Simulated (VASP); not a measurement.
Mo6Rh7, 13 atoms in the cell. The structure is trigonal, space group R-3m (No. 166). The conventional cell has a = 4.847 Å, b = 4.847 Å, c = 26.072 Å, α = 90.00°, β = 90.00°, γ = 120.00°. Rh (site symmetry m) has 5 Rh at 2.42 to 2.45 Å and 7 Mo at 2.65 to 2.92 Å within 3.2 Å. Within 3.2 Å of Rh (site symmetry -3m) lie 6 Rh at 2.45 Å and 6 Mo at 2.83 Å. Mo (site symmetry 3m) has 6 Rh at 2.70 to 2.75 Å and 9 Mo at 2.80 to 3.08 Å within 3.6 Å. Within 3.3 Å of Mo (site symmetry 3m) lie 8 Mo at 2.51 to 3.08 Å and 6 Rh at 2.65 Å. Mo (site symmetry 3m) has 4 Mo at 2.70 to 2.91 Å and 12 Rh at 2.78 to 2.92 Å within 3.6 Å. 

```yaml
Program: VASP 6.6.1
Task: single point
Functional: PBEsol
Potentials_or_basis: VASP PAW PBE potentials, release 64 (Rh_pv, Mo_sv)
Cutoff: 520 eV
k_mesh: 7 × 7 × 7
Occupations: fermi-dirac, width 0.1 eV
Spin: no spin polarisation
Dipole_correction: no
Further_INCAR_settings: ALGO = Normal; EDIFF = 1e-07; NBANDS = 106
```

Potentials or basis: VASP PAW PBE potentials, release 64 (Rh_pv, Mo_sv).

Command:

```bash
$ cat potpaw_PBE.64/Rh_pv/POTCAR potpaw_PBE.64/Mo_sv/POTCAR > POTCAR
$ mpirun -np 4 vasp_std > vasp.out
```

Hardware: 4 MPI ranks on Intel(R) Xeon(R) Platinum 8488C (Sapphire Rapids), with other jobs on the host.

Task: Estimate the wall time of this run.

Result: It took 5.3 min on 4 MPI ranks on Intel(R) Xeon(R) Platinum 8488C (Sapphire Rapids) (shared host), peak memory 0.65 GiB a rank. Counts: scf iterations 18, k points 44.
